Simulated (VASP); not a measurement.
Wanted: the native input for a VASP 6.6.1 run.

```yaml
Task: single point
Functional: PBE
Potentials_or_basis: VASP PAW PBE potentials, release 64 (Na_pv, B)
Cutoff: 520 eV
k_mesh: 6 × 6 × 2
Occupations: gaussian, width 0.2 eV
Spin: no spin polarisation
Dipole_correction: no
Further_INCAR_settings: ALGO = Normal; EDIFF = 1e-06; NBANDS = 34
```

The structure of Na3B lies in POSCAR:

```
Na3B
1.0
    4.9971116096      0.0000000000      0.0000000000
   -2.4985558048      4.3276255995      0.0000000000
    0.0000000000      0.0000000000     10.5233127637
Na B
6 2
Direct
    0.3333333333      0.6666666667      0.5000000000
    0.3333333333      0.6666666667      1.0000000000
    0.6666666667      0.3333333333      0.0000000000
    0.6666666667      0.3333333333      0.5000000000
    1.0000000000      0.0000000000      0.2500000000
    1.0000000000      0.0000000000      0.7500000000
    0.0000000000      0.0000000000      0.0000000000
    0.0000000000      0.0000000000      0.5000000000
```

These files were run (other wordings do the same):

INCAR

```
SYSTEM = Na3B
  PREC = Accurate
  ENCUT = 520
  EDIFF = 1E-6
  ISMEAR = 0
  SIGMA = 0.2
  LREAL = .FALSE.
  LASPH = .TRUE.
  NELM = 60
  ALGO = Normal
  ISIF = 2
  LWAVE = .FALSE.
  LCHARG = .FALSE.
  GGA = PE
  NBANDS = 34
```

KPOINTS

```
regular mesh
0
G
  6 6 2
  0 0 0
```

Potentials or basis: VASP PAW PBE potentials, release 64 (Na_pv, B).

Run with:

```console
$ cat potpaw_PBE.64/Na_pv/POTCAR potpaw_PBE.64/B/POTCAR > POTCAR
$ mpirun -np 1 vasp_std > vasp.out
```

Results of the run:

| Quantity | Value |
| --- | --- |
| Pressure | 0.0 GPa |
| Band gap on the k mesh | zero (bands 24 and 25 overlap by 0.96 eV) |

Run time: 48 s on 1 thread of Intel(R) Xeon(R) 6975P-C (Granite Rapids) (shared host), peak memory 0.37 GiB.
